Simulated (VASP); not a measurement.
# Mg (Im-3m) in VASP: notebook, part 2 of 2

VASP 6.6.1.

## 3. Electric field gradients, LDA (volume scaled by 0.96)

INCAR

```
  ALGO = Normal
  EDIFF = 1E-8
  ENCUT = 520
  ISIF = 2
  ISMEAR = -1
  LASPH = True
  LCHARG = False
  LEFG = True
  LREAL = False
  LWAVE = False
  NBANDS = 7
  NELM = 100
  PREC = Accurate
  SIGMA = 0.03
```

KPOINTS

```
k-points
0
Gamma
  19 19 19
```

POSCAR

```
Mg
1.0
   -1.4565448511      1.4565448511      1.4565448511
    1.4565448511     -1.4565448511      1.4565448511
    1.4565448511      1.4565448511     -1.4565448511
Mg
1
Direct
    0.0000000000      0.0000000000      0.0000000000
```

Potentials or basis: VASP PAW LDA potentials, release 64 (Mg).

The run is started by

```sh
cat potpaw_LDA.64/Mg/POTCAR > POTCAR
mpirun -np 1 vasp_std > vasp.out
```

OUTCAR:

```text
EDIFF = 1E-8
   ENCUT = 520
   ISIF = 2
   ISMEAR = -1
   LASPH = True
   LREAL = False
   NELM = 100
   PREC = Accurate

 ion  position               nearest neighbor table
   1  0.000  0.000  0.000-

  LATTYP: Found a body centered cubic cell.
 ALAT       =     2.9130897022

  Lattice vectors:

 A1 = (  -1.4565448511,   1.4565448511,   1.4565448511)
 A2 = (   1.4565448511,  -1.4565448511,   1.4565448511)
 A3 = (   1.4565448511,   1.4565448511,  -1.4565448511)

Analysis of symmetry for initial positions (statically):
=====================================================================
 Subroutine PRICEL returns:
 Original cell was already a primitive cell.

 Routine SETGRP: Setting up the symmetry group for a
 body centered cubic supercell.

 Subroutine GETGRP returns: Found 48 space group operations
 (whereof 48 operations were pure point group operations)
 out of a pool of 48 trial point group operations.

The static configuration has the point symmetry O_h .

Analysis of symmetry for dynamics (positions and initial velocities):
=====================================================================
 Subroutine PRICEL returns:
 Original cell was already a primitive cell.

 Routine SETGRP: Setting up the symmetry group for a
 body centered cubic supercell.

 Subroutine GETGRP returns: Found 48 space group operations
 (whereof 48 operations were pure point group operations)
 out of a pool of 48 trial point group operations.

The dynamic configuration has the point symmetry O_h .

 Subroutine INISYM returns: Found 48 space group operations
 (whereof 48 operations are pure point group operations),
 and found     1 'primitive' translations

[... 153 lines left out ...]
      6      27.2772      0.00000
      7      29.2575      0.00000
[... 221 lines left out ...]
 k-point    24 :       0.3158    0.1053   -0.0000
  band No.  band energies     occupation
      1       1.6053      2.00000
      2       9.8986      0.00000
      3      16.1325      0.00000
      4      21.4173      0.00000
      5      23.4448      0.00000
      6      27.4105      0.00000
      7      31.0980      0.00000

 [... further k-points ...]

------------------------ aborting loop because EDIFF is reached ----------------------------------------

  FORCE on cell =-STRESS in cart. coord.  units (eV):
  Direction    XX          YY          ZZ          XY          YZ          ZX
  --------------------------------------------------------------------------------------
  -------------------------------------------------------------------------------------
  Total        5.0484911      5.0484911      5.0484911      0.0000000     -0.0000000     -0.0000000
  in kB      654.3959390    654.3959390    654.3959390      0.0000000     -0.0000000     -0.0000000
  external PRESSURE =     654.3959390 kB  Pullay stress =       0.0000000 kB

 VOLUME and BASIS-vectors are now :
 -----------------------------------------------------------------------------
  energy-cutoff  :      520.00
  volume of cell :       12.36
      direct lattice vectors                 reciprocal lattice vectors
    -1.456544851  1.456544851  1.456544851     0.000000000  0.343278135  0.343278135
     1.456544851 -1.456544851  1.456544851     0.343278135  0.000000000  0.343278135
     1.456544851  1.456544851 -1.456544851     0.343278135  0.343278135  0.000000000

 POSITION                                       TOTAL-FORCE (eV/Angst)
 -----------------------------------------------------------------------------------
      0.00000      0.00000      0.00000         0.000000     -0.000000      0.000000
 -----------------------------------------------------------------------------------
    total drift:                                0.000000     -0.000000      0.000000

  FREE ENERGIE OF THE ION-ELECTRON SYSTEM (eV)
  ---------------------------------------------------
  free  energy   TOTEN  =        -0.6121795616 eV

  energy  without entropy=       -0.6112121824  energy(sigma->0) =       -0.61169587

 Electric field gradients (V/A^2)
---------------------------------------------------------------------
 ion       V_xx      V_yy      V_zz      V_xy      V_xz      V_yz
---------------------------------------------------------------------
   1      -0.000     0.000     0.000     0.000     0.000     0.000
---------------------------------------------------------------------

 Electric field gradients after diagonalization (V/A^2)
 (convention: |V_zz| > |V_xx| > |V_yy|)
----------------------------------------------------------------------
 ion       V_xx      V_yy      V_zz     asymmetry (V_yy - V_xx)/ V_zz
----------------------------------------------------------------------
   1      -0.000    -0.000     0.000       0.000
----------------------------------------------------------------------

           NMR quadrupolar parameters

 Cq : quadrupolar parameter    Cq=e*Q*V_zz/h
 eta: asymmetry parameters     (V_yy - V_xx)/ V_zz
 Q  : nuclear electric quadrupole moment in mb (millibarn)
----------------------------------------------------------------------
 ion       Cq(MHz)       eta       Q (mb)
----------------------------------------------------------------------
   1       0.000       0.000       1.000
----------------------------------------------------------------------
```

OSZICAR:

```text
N       E                     dE             d eps       ncg     rms          rms(c)
DAV:   1     0.315958395345E+00    0.31596E+00   -0.10731E+03  3626   0.216E+02
DAV:   2    -0.663129009222E+00   -0.97909E+00   -0.93062E+00  4291   0.150E+01
DAV:   3    -0.665288958111E+00   -0.21599E-02   -0.21597E-02  3626   0.791E-01
DAV:   4    -0.665291197700E+00   -0.22396E-05   -0.22393E-05  4452   0.192E-02
DAV:   5    -0.665291201514E+00   -0.38132E-08   -0.38318E-08  3745   0.581E-04    0.770E-01
DAV:   6    -0.632121633624E+00    0.33170E-01   -0.47436E-04  3458   0.138E-01    0.490E-01
DAV:   7    -0.612390704638E+00    0.19731E-01   -0.11260E-03  3241   0.215E-01    0.201E-02
DAV:   8    -0.612195407246E+00    0.19530E-03   -0.28541E-05  3878   0.335E-02    0.621E-03
DAV:   9    -0.612180191363E+00    0.15216E-04   -0.60714E-06  3528   0.150E-02    0.773E-04
DAV:  10    -0.612179592150E+00    0.59921E-06   -0.78136E-08  3633   0.175E-03    0.176E-04
DAV:  11    -0.612179561735E+00    0.30415E-07   -0.57244E-09  3892   0.483E-04    0.936E-06
DAV:  12    -0.612179561599E+00    0.13613E-09   -0.24959E-11  1785   0.293E-05
   1 F= -.61217956E+00 E0= -.61169587E+00  d E =-.967379E-03
```

Wall time 10 s (1 thread of AMD EPYC 9R45 (Zen 5), shared host); peak memory 0.1 GiB.

What came out:

| Quantity | Value |
| --- | --- |
| Free energy | -0.6122 eV |
| Pressure | 65.4 GPa |
| Band gap on the k mesh | zero (band 1 reaches 10.09 eV, above the bottom of band 2 at 5.85 eV) |

Levels at points of the mesh, in eV from the Fermi level:
```tsv
k point	band 1	band 2	band 3	band 4	band 5	band 6
(0.00, 0.00, 0.00)	-10.08	17.57	17.57	17.57	20.50	20.50
```

Caveat: without QUAD_EFG the Cq values of the log hold for a quadrupole moment of 1 mb, not for the nuclei.

## 4. Electric field gradients, LDA (volume scaled by 0.96)

INCAR

```
SYSTEM = Mg
PREC     = Accurate       ! precision mode
ENCUT    = 520            ! plane-wave cutoff, eV
EDIFF    = 1E-8           ! SCF threshold, eV
ISMEAR   = -1             ! smearing method
SIGMA    = 0.03           ! smearing width, eV
LREAL    = .FALSE.        ! projectors in reciprocal space
LASPH    = .TRUE.         ! aspherical terms in the spheres
NELM     = 100            ! most SCF steps
ALGO     = Normal         ! electronic algorithm
ISIF     = 2              ! what is computed and relaxed
LWAVE    = .FALSE.        ! write WAVECAR
LCHARG   = .FALSE.        ! write CHGCAR
LEFG     = .TRUE.       
NBANDS   = 7              ! bands
```

KPOINTS

```
regular mesh
0
G
  19 19 19
  0 0 0
```

POSCAR is that of step 3.

Potentials or basis: VASP PAW LDA potentials, release 64 (Mg).

The run is started by

```sh
cat potpaw_LDA.64/Mg/POTCAR > POTCAR
mpirun -np 1 vasp_std > vasp.out
```

OUTCAR:

```text
SYSTEM = Mg
   PREC = Accurate
   ENCUT = 520
   EDIFF = 1E-8
   ISMEAR = -1
   LREAL = .FALSE.
   LASPH = .TRUE.
   NELM = 100
   ISIF = 2

 ion  position               nearest neighbor table
   1  0.000  0.000  0.000-

  LATTYP: Found a body centered cubic cell.
 ALAT       =     2.9130897022

  Lattice vectors:

 A1 = (  -1.4565448511,   1.4565448511,   1.4565448511)
 A2 = (   1.4565448511,  -1.4565448511,   1.4565448511)
 A3 = (   1.4565448511,   1.4565448511,  -1.4565448511)

Analysis of symmetry for initial positions (statically):
=====================================================================
 Subroutine PRICEL returns:
 Original cell was already a primitive cell.

 Routine SETGRP: Setting up the symmetry group for a
 body centered cubic supercell.

 Subroutine GETGRP returns: Found 48 space group operations
 (whereof 48 operations were pure point group operations)
 out of a pool of 48 trial point group operations.

The static configuration has the point symmetry O_h .
[... 419 lines left out ...]
  energy-cutoff  :      520.00
  volume of cell :       12.36
      direct lattice vectors                 reciprocal lattice vectors
    -1.456544851  1.456544851  1.456544851     0.000000000  0.343278135  0.343278135
     1.456544851 -1.456544851  1.456544851     0.343278135  0.000000000  0.343278135
     1.456544851  1.456544851 -1.456544851     0.343278135  0.343278135  0.000000000

 POSITION                                       TOTAL-FORCE (eV/Angst)
 -----------------------------------------------------------------------------------
      0.00000      0.00000      0.00000         0.000000     -0.000000      0.000000
 -----------------------------------------------------------------------------------
    total drift:                                0.000000     -0.000000      0.000000

  FREE ENERGIE OF THE ION-ELECTRON SYSTEM (eV)
  ---------------------------------------------------
  free  energy   TOTEN  =        -0.6121795616 eV

  energy  without entropy=       -0.6112121824  energy(sigma->0) =       -0.61169587

 Electric field gradients (V/A^2)
---------------------------------------------------------------------
 ion       V_xx      V_yy      V_zz      V_xy      V_xz      V_yz
---------------------------------------------------------------------
   1      -0.000     0.000     0.000     0.000     0.000     0.000
---------------------------------------------------------------------

 Electric field gradients after diagonalization (V/A^2)
 (convention: |V_zz| > |V_xx| > |V_yy|)
----------------------------------------------------------------------
 ion       V_xx      V_yy      V_zz     asymmetry (V_yy - V_xx)/ V_zz
----------------------------------------------------------------------
   1      -0.000    -0.000     0.000       0.000
----------------------------------------------------------------------

           NMR quadrupolar parameters

 Cq : quadrupolar parameter    Cq=e*Q*V_zz/h
 eta: asymmetry parameters     (V_yy - V_xx)/ V_zz
 Q  : nuclear electric quadrupole moment in mb (millibarn)
----------------------------------------------------------------------
 ion       Cq(MHz)       eta       Q (mb)
----------------------------------------------------------------------
   1       0.000       0.000       1.000
----------------------------------------------------------------------
```

stdout:

```text
POSCAR found type information on POSCAR Mg
 POSCAR found :  1 types and       1 ions
 scaLAPACK will be used
 LDA part: xc-table for (Slater(with rela. corr.)+CA(PZ))
 , standard interpolation
 POSCAR, INCAR and KPOINTS ok, starting setup
 FFT: planning ... GRIDC
 FFT: planning ... GRID_SOFT
 FFT: planning ... GRID
 WAVECAR not read
 entering main loop
ion   1
```

Run time: 11 s. Hardware: 1 thread of AMD EPYC 9R45 (Zen 5), shared host; peak memory 0.1 GiB.

Results:

```
Free energy            : -0.6122 eV
Pressure               : 65.4 GPa
Band gap on the k mesh : zero (band 1 reaches 10.09 eV, above the bottom of band 2 at 5.85 eV)
```

Caveat: without QUAD_EFG the Cq values of the log hold for a quadrupole moment of 1 mb, not for the nuclei.
